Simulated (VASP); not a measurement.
A run of VASP 6.6.1:

File INCAR:

```
PREC = Accurate ; ENCUT = 600
EDIFF = 1E-7 ; ISMEAR = 0
SIGMA = 0.1 ; LREAL = F
LASPH = T ; NELM = 60
ALGO = Normal ; ISIF = 3
LWAVE = F ; LCHARG = F
GGA = PE ; IBRION = 2
NSW = 100 ; EDIFFG = -0.01
```

KPOINTS

```
regular mesh
0
Gamma
  34 20 12
```

The input POSCAR:

```
B
1.0
    1.6066428618      0.0000000000      0.0000000000
    0.0000000000      2.8856468569      0.0000000000
    0.0000000000      0.0000000000      4.4673093011
B
2
Direct
    0.0000000000      0.0000000000      0.8953778789
    0.5000000000      0.5000000000      0.1046221211
```

Potentials or basis: VASP PAW PBE potentials, release 64 (B).

Launch:

```console
$ cat potpaw_PBE.64/B/POTCAR > POTCAR
$ mpirun -np 1 vasp_std > vasp.out
```

Hardware: 1 thread of Intel Xeon 8259CL, on a shared host.

Estimate the wall time of this run.

Run time: 60 min on 1 thread of Intel Xeon 8259CL, with other jobs on the host, peak memory 0.32 GiB. Counts: scf iterations 186, k points 1386, ion steps 34.
